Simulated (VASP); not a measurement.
# Ti3PO2 (P-3m1) in VASP: notebook, part 2 of 3

VASP 6.6.1. Earlier steps stand in the parts before.

## 3. Single point, PBE

This run uses another cell than the first one, of 12.59 Å³/atom.

The input, INCAR:

```
SYSTEM = Ti3PO2
ALGO = Normal
EDIFF = 1E-6
ENCUT = 520
GGA = PE
ISIF = 2
ISMEAR = -1
LASPH = .True.
LCHARG = .False.
LREAL = .False.
LWAVE = .False.
NBANDS = 36
NELM = 60
PREC = Accurate
SIGMA = 0.05
```

The input, KPOINTS:

```
k-points
0
Gamma
  8 8 3
  0 0 0
```

The input, POSCAR:

```
Ti3PO2
1.0
    3.2548468758      0.0000000000      0.0000000000
   -1.6274234379      2.8187804377      0.0000000000
    0.0000000000      0.0000000000      8.2312985607
Ti P O
3 1 2
Direct
    0.3333333333      0.6666666667      0.7067560000
    0.6666666667      0.3333333333      0.2932440000
    0.0000000000      0.0000000000      0.0000000000
    0.0000000000      0.0000000000      0.5000000000
    0.3333333333      0.6666666667      0.1422570000
    0.6666666667      0.3333333333      0.8577430000
```

Potentials or basis: VASP PAW PBE potentials, release 64 (Ti_sv, P, O).

The run is started by

```console
> cat potpaw_PBE.64/Ti_sv/POTCAR potpaw_PBE.64/P/POTCAR potpaw_PBE.64/O/POTCAR > POTCAR
> mpirun -np 1 vasp_std > vasp.out
```

OUTCAR:

```text
SYSTEM = Ti3PO2
   EDIFF = 1E-6
   ENCUT = 520
   GGA = PE
   ISIF = 2
   ISMEAR = -1
   LASPH = .True.
   LREAL = .False.
   NELM = 60
   PREC = Accurate

 ion  position               nearest neighbor table
   1  0.333  0.667  0.707-   6 2.25   6 2.25   6 2.25   4 2.54   4 2.54   4 2.54
   2  0.667  0.333  0.293-   5 2.25   5 2.25   5 2.25   4 2.54   4 2.54   4 2.54
   3  0.000  0.000  0.000-   5 2.21   6 2.21   6 2.21   5 2.21   6 2.21   5 2.21
   4  0.000  0.000  0.500-   1 2.54   2 2.54   2 2.54   1 2.54   2 2.54   1 2.54
   5  0.333  0.667  0.142-   3 2.21   3 2.21   3 2.21   2 2.25   2 2.25   2 2.25
   6  0.667  0.333  0.858-   3 2.21   3 2.21   3 2.21   1 2.25   1 2.25   1 2.25

  LATTYP: Found a hexagonal cell.
 ALAT       =     3.2548468758
 C/A-ratio  =     2.5289357302

  Lattice vectors:

 A1 = (   3.2548468758,   0.0000000000,   0.0000000000)
 A2 = (  -1.6274234379,   2.8187804377,   0.0000000000)
 A3 = (   0.0000000000,   0.0000000000,   8.2312985607)

Analysis of symmetry for initial positions (statically):
=====================================================================
 Subroutine PRICEL returns:
 Original cell was already a primitive cell.

 Routine SETGRP: Setting up the symmetry group for a
 hexagonal supercell.

 Subroutine GETGRP returns: Found 12 space group operations
 (whereof 12 operations were pure point group operations)
 out of a pool of 24 trial point group operations.

The static configuration has the point symmetry D_3d.

Analysis of symmetry for dynamics (positions and initial velocities):
=====================================================================
 Subroutine PRICEL returns:
 Original cell was already a primitive cell.

 Routine SETGRP: Setting up the symmetry group for a
 hexagonal supercell.

 Subroutine GETGRP returns: Found 12 space group operations
 (whereof 12 operations were pure point group operations)
 out of a pool of 24 trial point group operations.

The dynamic configuration has the point symmetry D_3d.

 Subroutine INISYM returns: Found 12 space group operations
 (whereof 12 operations are pure point group operations),
 and found     1 'primitive' translations

----------------------------------------------------------------------------------------

                                     Primitive cell

  volume of cell :      75.5197

  direct lattice vectors                    reciprocal lattice vectors
     3.254846876  0.000000000  0.000000000     0.307234115  0.177381677  0.000000000
    -1.627423438  2.818780438  0.000000000     0.000000000  0.354763353  0.000000000
     0.000000000  0.000000000  8.231298561     0.000000000  0.000000000  0.121487514

  length of vectors
     3.254846876  3.254847186  8.231298561     0.354763387  0.354763353  0.121487514

  position of ions in fractional coordinates (direct lattice)
     0.333333333  0.666666667  0.706756000
     0.666666667  0.333333333  0.293244000
     0.000000000  0.000000000  0.000000000
     0.000000000  0.000000000  0.500000000
     0.333333333  0.666666667  0.142257000
     0.666666667  0.333333333  0.857743000

  ion indices of the primitive-cell ions
   primitive index   ion index
                 1           1
                 2           2
[... 29 lines left out ...]
 Found     25 irreducible k-points:

 Following reciprocal coordinates:
            Coordinates               Weight
  0.000000  0.000000  0.000000      1.000000
  0.125000  0.000000  0.000000      6.000000
  0.250000  0.000000  0.000000      6.000000
  0.375000  0.000000  0.000000      6.000000
  0.500000  0.000000  0.000000      3.000000
  0.125000  0.125000  0.000000      6.000000
[... 16 lines left out ...]
 -0.125000  0.500000  0.333333     12.000000
  0.250000  0.250000  0.333333     12.000000
   k-points           NKPTS =     25   k-points in BZ     NKDIM =     25   number of bands    NBANDS=     36
   number of dos      NEDOS =    301   number of ions     NIONS =      6
   total plane-waves  NPLWV =  36864
   dimension x,y,z NGX =    24 NGY =   24 NGZ =   64
   dimension x,y,z NGXF=    48 NGYF=   48 NGZF=  128
   ions per type =               3   1   2
   NGX,Y,Z   is equivalent  to a cutoff of  12.26, 12.26, 12.93 a.u.
   NGXF,Y,Z  is equivalent  to a cutoff of  24.52, 24.52, 25.85 a.u.
 SYSTEM =  Ti3PO2
   PREC   = accura    normal or accurate (medium, high low for compatibility)
   ISTART =      0    job   : 0-new  1-cont  2-samecut
   ICHARG =      2    charge: 1-file 2-atom 10-const
   ISPIN  =      1    spin polarized calculation?
   LNONCOLLINEAR =      F non collinear calculations
   LSORBIT =      F    spin-orbit coupling
   LASPH  =      T    aspherical Exc in radial PAW
   ENCUT  =  520.0 eV  38.22 Ry    6.18 a.u.   6.05  6.05 15.30*2*pi/ulx,y,z
   NELM   =     60;   NELMIN=  2; NELMDL= -5     # of ELM steps
   EDIFF  = 0.1E-05   stopping-criterion for ELM
   LREAL  =      F    real-space projection
   EDIFFG = 0.1E-04   stopping-criterion for IOM
   NSW    =      0    number of steps for IOM
   IBRION =     -1    ionic relax: 0-MD 1-quasi-New 2-CG
   NFREE  =      0    steps in history (QN), initial steepest desc. (CG)
   ISIF   =      2    stress and relaxation
   ISYM   =      2    0-nonsym 1-usesym 2-fastsym
   POTIM  = 0.5000    time-step for ionic-motion
   TEBEG  =    0.0;   TEEND  =   0.0 temperature during run
   PSTRESS=    0.0 pullay stress
   NELECT =      53.0000    total number of electrons
   NUPDOWN=      -1.0000    fix difference up-down
   EMIN   =  10.00;   EMAX   =-10.00  energy-range for DOS
   EFERMI =   0.00;   METHOD = LEGACY
   ISMEAR =    -1;   SIGMA  =   0.05  broadening in eV -4-tet -1-fermi 0-gaus
   EFERMI_NEDOS =   21; number of points for ismear=-14 and -15
   IALGO  =     38    algorithm
   IMIX   =      4    mixing-type and parameters
     AMIX     =   0.40;   BMIX     =  1.00
     AMIX_MAG =   1.60;   BMIX_MAG =  1.00
  volume/ion in A,a.u.               =      12.59        84.94
  Fermi-wavevector in a.u.,A,eV,Ry     =   1.454834  2.749237 28.797296  2.116542
  Thomas-Fermi vector in A             =   2.571939
   LORBIT       =      0    0 simple, 1 ext, 2 COOP (PROOUT), +10 PAW based schemes
   GGA     = PE    functional components
   LHFCALC =     F    Hartree Fock is set to
   AEXX    =    0.0000 exact exchange contribution
   IVDW    =     0    specifies the selected vdW correction
   LEPSILON=     F    determine dielectric tensor
   LRPA    =     F    only Hartree local field effects (RPA)
 non-spin polarized calculation
  energy-cutoff  :      520.00
  volume of cell :       75.52
 maximum number of plane-waves:      2054
   NGX = 13   NGY = 13   NGZ = 31

 number of electron      52.9999993 magnetization

 Free energy of the ion-electron system (eV)
  ---------------------------------------------------
  ext. energy  EPLUGINS =         0.00000000
  ---------------------------------------------------
  free energy    TOTEN  =       -49.42451953 eV

  energy without entropy =      -49.38351154  energy(sigma->0) =      -49.40401553

 E-fermi :   9.7981     XC(G=0): -11.8394

 val. band max:        9.7755891796   @ k =   0.0000   0.2500   0.3333
 cond. band min:       9.8070813386   @ k =   0.2500   0.0000   0.3333
 fundamental gap:      0.0314921589
 Fermi energy:         9.7980747787

 k-point     1 :       0.0000    0.0000    0.0000
  band No.  band energies     occupation
      1     -48.3290      2.00000
      2     -47.9097      2.00000
      3     -47.9097      2.00000
      4     -24.6740      2.00000
      5     -24.5396      2.00000
      6     -24.5396      2.00000
[... 925 lines left out ...]
     35      11.6970      0.00000
     36      12.0163      0.00000

 [... further k-points ...]

------------------------ aborting loop because EDIFF is reached ----------------------------------------

  FORCE on cell =-STRESS in cart. coord.  units (eV):
  Direction    XX          YY          ZZ          XY          YZ          ZX
  --------------------------------------------------------------------------------------
  -------------------------------------------------------------------------------------
  Total       -5.4850008     -5.4850022     -5.9861185      0.0000000      0.0000000     -0.0000000
  in kB     -116.3662693   -116.3662989   -126.9976624      0.0000000      0.0000000     -0.0000000
  external PRESSURE =    -119.9100769 kB  Pullay stress =       0.0000000 kB

 VOLUME and BASIS-vectors are now :
 -----------------------------------------------------------------------------
  energy-cutoff  :      520.00
  volume of cell :       75.52
      direct lattice vectors                 reciprocal lattice vectors
     3.254846876  0.000000000  0.000000000     0.307234115  0.177381677  0.000000000
    -1.627423438  2.818780438  0.000000000     0.000000000  0.354763353  0.000000000
     0.000000000  0.000000000  8.231298561     0.000000000  0.000000000  0.121487514

 POSITION                                       TOTAL-FORCE (eV/Angst)
 -----------------------------------------------------------------------------------
     -0.00000      1.87919      5.81752         0.000000     -0.000000     -0.081020
      1.62742      0.93959      2.41378         0.000000      0.000000      0.081020
      0.00000      0.00000      0.00000        -0.000000     -0.000000     -0.000000
      0.00000      0.00000      4.11565        -0.000000     -0.000000     -0.000000
     -0.00000      1.87919      1.17096         0.000000      0.000000     -0.109552
      1.62742      0.93959      7.06034        -0.000000      0.000000      0.109552
 -----------------------------------------------------------------------------------
    total drift:                                0.000000     -0.000000      0.000000

  FREE ENERGIE OF THE ION-ELECTRON SYSTEM (eV)
  ---------------------------------------------------
  free  energy   TOTEN  =       -49.4245195310 eV

  energy  without entropy=      -49.3835115366  energy(sigma->0) =      -49.40401553
```

OSZICAR:

```text
N       E                     dE             d eps       ncg     rms          rms(c)
DAV:   1     0.711119494459E+03    0.71112E+03   -0.25803E+04  1800   0.174E+03
DAV:   2     0.483739651774E+02   -0.66275E+03   -0.64094E+03  1808   0.530E+02
DAV:   3    -0.513720765383E+02   -0.99746E+02   -0.97611E+02  2672   0.184E+02
DAV:   4    -0.585198934860E+02   -0.71478E+01   -0.70262E+01  2848   0.463E+01
DAV:   5    -0.588675252528E+02   -0.34763E+00   -0.34415E+00  2552   0.847E+00    0.220E+01
DAV:   6    -0.503651734767E+02    0.85024E+01   -0.77125E+01  2736   0.575E+01    0.110E+01
DAV:   7    -0.522467452028E+02   -0.18816E+01   -0.51643E+01  2656   0.315E+01    0.121E+01
DAV:   8    -0.495982482441E+02    0.26485E+01   -0.44345E+00  2704   0.151E+01    0.514E+00
DAV:   9    -0.501040863458E+02   -0.50584E+00   -0.64797E+00  2936   0.173E+01    0.895E+00
DAV:  10    -0.494629415796E+02    0.64114E+00   -0.76333E+00  2620   0.991E+00    0.183E+00
DAV:  11    -0.494444124992E+02    0.18529E-01   -0.62361E-01  2764   0.596E+00    0.156E+00
DAV:  12    -0.494326809037E+02    0.11732E-01   -0.34559E-01  2624   0.245E+00    0.865E-01
DAV:  13    -0.494246940907E+02    0.79868E-02   -0.61640E-02  2736   0.143E+00    0.156E-01
DAV:  14    -0.494245075730E+02    0.18652E-03   -0.24001E-03  2464   0.300E-01    0.255E-02
DAV:  15    -0.494245308682E+02   -0.23295E-04   -0.21893E-04  2700   0.105E-01    0.361E-02
DAV:  16    -0.494245209680E+02    0.99002E-05   -0.27885E-05  2680   0.354E-02    0.183E-02
DAV:  17    -0.494245195711E+02    0.13969E-05   -0.18485E-05  2208   0.215E-02    0.411E-03
DAV:  18    -0.494245195310E+02    0.40117E-07   -0.88781E-07  1256   0.745E-03
   1 F= -.49424520E+02 E0= -.49404016E+02  d E =-.410080E-01
```

stdout:

```text
POSCAR found type information on POSCAR TiP O
 POSCAR found :  3 types and       6 ions
 scaLAPACK will be used
 LDA part: xc-table for (Slater+PW92), standard interpolation
 POSCAR, INCAR and KPOINTS ok, starting setup
 FFT: planning ... GRIDC
 FFT: planning ... GRID_SOFT
 FFT: planning ... GRID
 WAVECAR not read
 entering main loop
```

It took 48 s on 1 thread of Intel Xeon Platinum 8559C (Emerald Rapids), shared host; peak memory 0.21 GiB.

Results:

- Free energy: -49.4245 eV
- Pressure: -12.0 GPa
- Largest force: 0.110 eV/Å
- Band gap on the k mesh: zero (an odd number of electrons rules out a gap without spin polarisation)

Forces on the atoms (eV/Å):
```
Ti   0.000  0.000 -0.081
Ti   0.000  0.000  0.081
Ti   0.000  0.000  0.000
P    0.000  0.000  0.000
O    0.000  0.000 -0.110
O    0.000  0.000  0.110
```

Stress tensor (GPa, compression positive):
```
-11.64   0.00   0.00
  0.00 -11.64   0.00
  0.00   0.00 -12.70
```

Caveat: the cell stands under tension; an odd number of electrons without spin polarisation forces a metal; a magnetic or distorted state may lie lower.

(Part 2 of 3 ends here.)

The gap in the log of VASP goes by the Fermi energy; the results here count the filled bands.